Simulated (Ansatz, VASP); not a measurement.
N in VASP and in Ansatz

The input INCAR:

```
SYSTEM = N
PREC = Accurate
ENCUT = 520
EDIFF = 1E-6
ISMEAR = 0
SIGMA = 0.01
LREAL = .False.
LASPH = .True.
NELM = 60
ALGO = Normal
ISIF = 2
LWAVE = .False.
LCHARG = .False.
GGA = PE
NBANDS = 18
```

The input KPOINTS:

```
regular mesh
0
Gamma
  4 4 2
  0 0 0
```

POSCAR

```
N
1.0
    4.1672000000      0.0000000000      0.0000000000
   -2.0836000000      3.6089000000      0.0000000000
    0.0000000000      0.0000000000      7.0060000000
N
4
Direct
    0.3333333333      0.6666666667      0.3289000000
    0.3333333333      0.6666666667      0.1711000000
    0.6666666667      0.3333333333      0.8289000000
    0.6666666667      0.3333333333      0.6711000000
```

Input for Ansatz:

```yaml
crystal:
  lattice:
    - [4.1672, 0.0, 0.0]
    - [-2.0836, 3.6089, 0.0]
    - [0.0, 0.0, 7.006]
  atoms:
    - { symbol: "N", position: [0.3333333333333333, 0.6666666666666666, 0.3289000000000001] }
    - { symbol: "N", position: [0.3333333333333333, 0.6666666666666666, 0.1711] }
    - { symbol: "N", position: [0.6666666666666666, 0.3333333333333333, 0.8289] }
    - { symbol: "N", position: [0.6666666666666666, 0.3333333333333333, 0.6711] }
kpoints:
  mp_grid:
    grid: [4, 4, 2]
hamiltonian:
  xc: pbe
scf:
  occupations:
    method: fixed
output:
  forces: true
```

Alike in both runs: task single point; functional PBE; k mesh 4 × 4 × 2; no spin polarisation.

```csv
,VASP,Ansatz
version,VASP 6.6.1,Ansatz 0.2.0
potentials or method,"VASP PAW PBE potentials, release 64 (N)","plane waves, PAW"
plane-wave cutoff (eV),520,420
occupations,"gaussian, width 0.01 eV",fixed
valence electrons in the cell,20,20
```

```csv
,VASP,Ansatz,Ansatz less VASP
gap on the k mesh at the Fermi level (eV),7.10,7.15,+0.045
rms of the force components (eV/Å),0.681,0.277,-0.4036
```

Atom by atom the forces differ by 0.958 eV/Å (rms over components). One of these differences is far larger than is usual between the two programs; its cause wasn't traced.

The k mesh is coarse, so the values compare programs but aren't converged. Noted on VASP's run: the standard files for N, O and F lose accuracy on very short bonds.
